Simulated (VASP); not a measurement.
# MgS (Niningerite) (Fm-3m) in VASP: single point with PBE

Aim: the single point of MgS (Niningerite) with PBE.

All numbers are computed with VASP 6.6.1; they aren't measurements. Logs are shortened: lines on timing, memory, paths and dates and some standing lists are left out, and cuts for length are marked.

### 1 The cell of the first run

The structure is cubic, space group Fm-3m (No. 225). Conventional cell: a = 5.203 Å, b = 5.203 Å, c = 5.203 Å, α = 90.00°, β = 90.00°, γ = 90.00°. Mg (site symmetry m-3m) has 6 S at 2.60 Å within 3.4 Å. Within 3.4 Å of S (site symmetry m-3m) lie 6 Mg at 2.60 Å.

### 2 Single point, PBE

File INCAR:

```
SYSTEM = MgS
PREC = Accurate ; ENCUT = 520
EDIFF = 1E-7 ; ISMEAR = 0
SIGMA = 0.01 ; LREAL = .FALSE.
LASPH = .TRUE. ; NELM = 80
ALGO = Normal ; ISIF = 2
LWAVE = .FALSE. ; LCHARG = .TRUE.
GGA = PE ; LELF = .TRUE.
LVHAR = .TRUE. ; NBANDS = 11
```

File KPOINTS:

```
Automatic mesh
0
G
  4 4 4
  0 0 0
```

File POSCAR:

```
MgS
1.0
    0.0000000000      2.6016500000      2.6016500000
    2.6016500000      0.0000000000      2.6016500000
    2.6016500000      2.6016500000      0.0000000000
Mg S
1 1
Direct
    0.0000000000      0.0000000000      0.0000000000
    0.5000000000      0.5000000000      0.5000000000
```

Potentials or basis: VASP PAW PBE potentials, release 64 (Mg, S).

The run is started by

```sh
> cat potpaw_PBE.64/Mg/POTCAR potpaw_PBE.64/S/POTCAR > POTCAR
> mpirun -np 1 vasp_std > vasp.out
```

OUTCAR:

```text
SYSTEM = MgS
   PREC = Accurate
   ENCUT = 520
   EDIFF = 1E-7
   ISMEAR = 0
   LREAL = .FALSE.
   LASPH = .TRUE.
   NELM = 80
   ISIF = 2
   GGA = PE

 ion  position               nearest neighbor table
   1  0.000  0.000  0.000-   2 2.60   2 2.60   2 2.60   2 2.60   2 2.60   2 2.60
   2  0.500  0.500  0.500-   1 2.60   1 2.60   1 2.60   1 2.60   1 2.60   1 2.60

  LATTYP: Found a face centered cubic cell.
 ALAT       =     5.2033000000

  Lattice vectors:

 A1 = (   0.0000000000,   2.6016500000,   2.6016500000)
 A2 = (   2.6016500000,   0.0000000000,   2.6016500000)
 A3 = (   2.6016500000,   2.6016500000,   0.0000000000)

Analysis of symmetry for initial positions (statically):
=====================================================================
 Subroutine PRICEL returns:
 Original cell was already a primitive cell.

 Routine SETGRP: Setting up the symmetry group for a
 face centered cubic supercell.

 Subroutine GETGRP returns: Found 48 space group operations
[... 9 lines left out ...]

 Routine SETGRP: Setting up the symmetry group for a
 face centered cubic supercell.

 Subroutine GETGRP returns: Found 48 space group operations
[... 11 lines left out ...]
                                     Primitive cell

  volume of cell :      35.2190

  direct lattice vectors                    reciprocal lattice vectors
     0.000000000  2.601650000  2.601650000    -0.192185728  0.192185728  0.192185728
     2.601650000  0.000000000  2.601650000     0.192185728 -0.192185728  0.192185728
     2.601650000  2.601650000  0.000000000     0.192185728  0.192185728 -0.192185728

  length of vectors
     3.679288715  3.679288715  3.679288715     0.332875446  0.332875446  0.332875446

  position of ions in fractional coordinates (direct lattice)
     0.000000000  0.000000000  0.000000000
     0.500000000  0.500000000  0.500000000

  ion indices of the primitive-cell ions
   primitive index   ion index
                 1           1
                 2           2

----------------------------------------------------------------------------------------

 KPOINTS: Automatic mesh

Automatic generation of k-mesh.
 Grid dimensions read from file:
 generate k-points for:    4    4    4

 Generating k-lattice:

  Cartesian coordinates                     Fractional coordinates (reciprocal lattice)
    -0.048046432  0.048046432  0.048046432     0.250000000  0.000000000  0.000000000
     0.048046432 -0.048046432  0.048046432     0.000000000  0.250000000  0.000000000
     0.048046432  0.048046432 -0.048046432     0.000000000  0.000000000  0.250000000

  Length of vectors
     0.083218861  0.083218861  0.083218861

  Shift w.r.t. Gamma in fractional coordinates (k-lattice)
     0.000000000  0.000000000  0.000000000

 Subroutine IBZKPT returns following result:
 ===========================================

 Found      8 irreducible k-points:

 Following reciprocal coordinates:
            Coordinates               Weight
  0.000000  0.000000  0.000000      1.000000
  0.250000  0.000000  0.000000      8.000000
  0.500000  0.000000  0.000000      4.000000
  0.250000  0.250000  0.000000      6.000000
  0.500000  0.250000  0.000000     24.000000
 -0.250000  0.250000  0.000000     12.000000
  0.500000  0.500000  0.000000      3.000000
 -0.250000  0.500000  0.250000      6.000000
   k-points           NKPTS =      8   k-points in BZ     NKDIM =      8   number of bands    NBANDS=     11
   number of dos      NEDOS =    301   number of ions     NIONS =      2
   total plane-waves  NPLWV =  21952
   dimension x,y,z NGX =    28 NGY =   28 NGZ =   28
   dimension x,y,z NGXF=    56 NGYF=   56 NGZF=   56
   ions per type =               1   1
   NGX,Y,Z   is equivalent  to a cutoff of  12.65, 12.65, 12.65 a.u.
   NGXF,Y,Z  is equivalent  to a cutoff of  25.30, 25.30, 25.30 a.u.
 SYSTEM =  MgS
   PREC   = accura    normal or accurate (medium, high low for compatibility)
   ISTART =      0    job   : 0-new  1-cont  2-samecut
   ICHARG =      2    charge: 1-file 2-atom 10-const
   ISPIN  =      1    spin polarized calculation?
   LNONCOLLINEAR =      F non collinear calculations
   LSORBIT =      F    spin-orbit coupling
   LASPH  =      T    aspherical Exc in radial PAW
   ENCUT  =  520.0 eV  38.22 Ry    6.18 a.u.   6.84  6.84  6.84*2*pi/ulx,y,z
   NELM   =     80;   NELMIN=  2; NELMDL= -5     # of ELM steps
   EDIFF  = 0.1E-06   stopping-criterion for ELM
   LREAL  =      F    real-space projection
   EDIFFG = 0.1E-05   stopping-criterion for IOM
   NSW    =      0    number of steps for IOM
   IBRION =     -1    ionic relax: 0-MD 1-quasi-New 2-CG
   NFREE  =      0    steps in history (QN), initial steepest desc. (CG)
   ISIF   =      2    stress and relaxation
   ISYM   =      2    0-nonsym 1-usesym 2-fastsym
   POTIM  = 0.5000    time-step for ionic-motion
   TEBEG  =    0.0;   TEEND  =   0.0 temperature during run
   PSTRESS=    0.0 pullay stress
   NELECT =       8.0000    total number of electrons
   NUPDOWN=      -1.0000    fix difference up-down
   EMIN   =  10.00;   EMAX   =-10.00  energy-range for DOS
   EFERMI =   0.00;   METHOD = LEGACY
   ISMEAR =     0;   SIGMA  =   0.01  broadening in eV -4-tet -1-fermi 0-gaus
   EFERMI_NEDOS =   21; number of points for ismear=-14 and -15
   IALGO  =     38    algorithm
   IMIX   =      4    mixing-type and parameters
     AMIX     =   0.40;   BMIX     =  1.00
     AMIX_MAG =   1.60;   BMIX_MAG =  1.00
  volume/ion in A,a.u.               =      17.61       118.83
  Fermi-wavevector in a.u.,A,eV,Ry     =   0.998878  1.887606 13.575323  0.997758
  Thomas-Fermi vector in A             =   2.131131
   LORBIT       =      0    0 simple, 1 ext, 2 COOP (PROOUT), +10 PAW based schemes
   GGA     = PE    functional components
   LHFCALC =     F    Hartree Fock is set to
   AEXX    =    0.0000 exact exchange contribution
   IVDW    =     0    specifies the selected vdW correction
   LEPSILON=     F    determine dielectric tensor
   LRPA    =     F    only Hartree local field effects (RPA)
 non-spin polarized calculation
 Gauss-broadening in eV      SIGMA  =   0.01
  energy-cutoff  :      520.00
  volume of cell :       35.22
 maximum number of plane-waves:       960
   NGX = 13   NGY = 13   NGZ = 13

 number of electron       8.0000000 magnetization

 Free energy of the ion-electron system (eV)
  ---------------------------------------------------
  ext. energy  EPLUGINS =         0.00000000
  ---------------------------------------------------
  free energy    TOTEN  =        -8.45400184 eV

  energy without entropy =       -8.45400184  energy(sigma->0) =       -8.45400184

 E-fermi :   3.8848     XC(G=0):  -9.6800

 val. band max:        3.7538022745   @ k =   0.0000   0.0000   0.0000
 cond. band min:       6.5041251902   @ k =   0.5000   0.5000   0.0000
 fundamental gap:      2.7503229158
 Fermi energy:         3.8847720408

 k-point     1 :       0.0000    0.0000    0.0000
  band No.  band energies     occupation
      1      -8.9143      2.00000
      2       3.7538      2.00000
      3       3.7538      2.00000
      4       3.7538      2.00000
      5       7.4525      0.00000
      6      11.6897      0.00000
      7      11.6897      0.00000
      8      11.6897      0.00000
      9      14.0860      0.00000
     10      14.0860      0.00000
     11      16.2744      0.00000

 k-point     2 :       0.2500    0.0000    0.0000
  band No.  band energies     occupation
      1      -8.3532      2.00000
      2       0.9397      2.00000
      3       3.4318      2.00000
      4       3.4318      2.00000
      5       8.7001      0.00000
      6      11.5535      0.00000
      7      11.5535      0.00000
      8      12.0471      0.00000
      9      14.0268      0.00000
     10      14.0268      0.00000
     11      15.6182      0.00000

 k-point     3 :       0.5000    0.0000    0.0000
  band No.  band energies     occupation
      1      -7.6043      2.00000
      2      -1.0878      2.00000
      3       3.1632      2.00000
      4       3.1632      2.00000
      5       8.2868      0.00000
      6      10.6393      0.00000
      7      10.6393      0.00000
      8      13.8495      0.00000
      9      15.8965      0.00000
     10      18.1289      0.00000
     11      18.1289      0.00000

 k-point     4 :       0.2500    0.2500    0.0000
  band No.  band energies     occupation
      1      -8.1769      2.00000
      2       1.1990      2.00000
      3       2.7812      2.00000
      4       2.7812      2.00000
      5       8.7376      0.00000
      6       9.3636      0.00000
      7      11.9641      0.00000
      8      13.9340      0.00000
      9      13.9340      0.00000
     10      15.0780      0.00000
     11      19.0788      0.00000

 k-point     5 :       0.5000    0.2500    0.0000
  band No.  band energies     occupation
      1      -7.4390      2.00000
      2      -0.2967      2.00000
      3       1.5425      2.00000
      4       2.5467      2.00000
      5       8.1382      0.00000
      6      10.4866      0.00000
      7      12.5553      0.00000
      8      12.7126      0.00000
      9      16.3851      0.00000
     10      18.3175      0.00000
     11      19.3137      0.00000

 k-point     6 :      -0.2500    0.2500    0.0000
  band No.  band energies     occupation
      1      -7.6789      2.00000
      2       0.0481      2.00000
      3       1.4164      2.00000
      4       3.1232      2.00000
      5       9.4157      0.00000
      6      11.3273      0.00000
      7      11.6354      0.00000
      8      11.6938      0.00000
      9      14.2739      0.00000
     10      17.9358      0.00000
     11      18.9622      0.00000

 k-point     7 :       0.5000    0.5000    0.0000
  band No.  band energies     occupation
      1      -7.2317      2.00000
      2      -0.4494      2.00000
      3       2.0664      2.00000
      4       2.0664      2.00000
      5       6.5041      0.00000
      6       8.1308      0.00000
      7      15.7556      0.00000
      8      16.5577      0.00000
      9      17.1103      0.00000
     10      17.1103      0.00000
     11      19.5835      0.00000

 k-point     8 :      -0.2500    0.5000    0.2500
  band No.  band energies     occupation
      1      -7.1865      2.00000
      2       0.5174      2.00000
      3       0.5174      2.00000
      4       1.3869      2.00000
      5       8.9858      0.00000
      6      11.7008      0.00000
      7      11.7008      0.00000
      8      11.8017      0.00000
      9      18.0763      0.00000
     10      18.0763      0.00000
     11      19.4472      0.00000

------------------------ aborting loop because EDIFF is reached ----------------------------------------

  FORCE on cell =-STRESS in cart. coord.  units (eV):
  Direction    XX          YY          ZZ          XY          YZ          ZX
  --------------------------------------------------------------------------------------
  -------------------------------------------------------------------------------------
  Total        0.2713849      0.2713849      0.2713849     -0.0000000     -0.0000000      0.0000000
  in kB       12.3458119     12.3458119     12.3458119     -0.0000000     -0.0000000      0.0000000
  external PRESSURE =      12.3458119 kB  Pullay stress =       0.0000000 kB

 VOLUME and BASIS-vectors are now :
 -----------------------------------------------------------------------------
  energy-cutoff  :      520.00
  volume of cell :       35.22
      direct lattice vectors                 reciprocal lattice vectors
     0.000000000  2.601650000  2.601650000    -0.192185728  0.192185728  0.192185728
     2.601650000  0.000000000  2.601650000     0.192185728 -0.192185728  0.192185728
     2.601650000  2.601650000  0.000000000     0.192185728  0.192185728 -0.192185728

 POSITION                                       TOTAL-FORCE (eV/Angst)
 -----------------------------------------------------------------------------------
      0.00000      0.00000      0.00000        -0.000000     -0.000000     -0.000000
      2.60165      2.60165      2.60165         0.000000      0.000000      0.000000
 -----------------------------------------------------------------------------------
    total drift:                                0.000000      0.000000      0.000000

  FREE ENERGIE OF THE ION-ELECTRON SYSTEM (eV)
  ---------------------------------------------------
  free  energy   TOTEN  =        -8.4540018390 eV

  energy  without entropy=       -8.4540018390  energy(sigma->0) =       -8.45400184
```

Wall time 5.5 s (1 thread of Intel Xeon Platinum 8259CL at 2.50GHz (Skylake/Cascade Lake), shared host); peak memory 0.15 GiB.

What came out:

```
Free energy            : -8.4540 eV
Pressure               : 1.2 GPa
Band gap on the k mesh : 2.75 eV, indirect (least direct gap 3.70 eV)
```

Caveat: the k points lie up to 0.52 Å⁻¹ apart. PBE gaps usually lie below the measured ones, often by a third to a half.
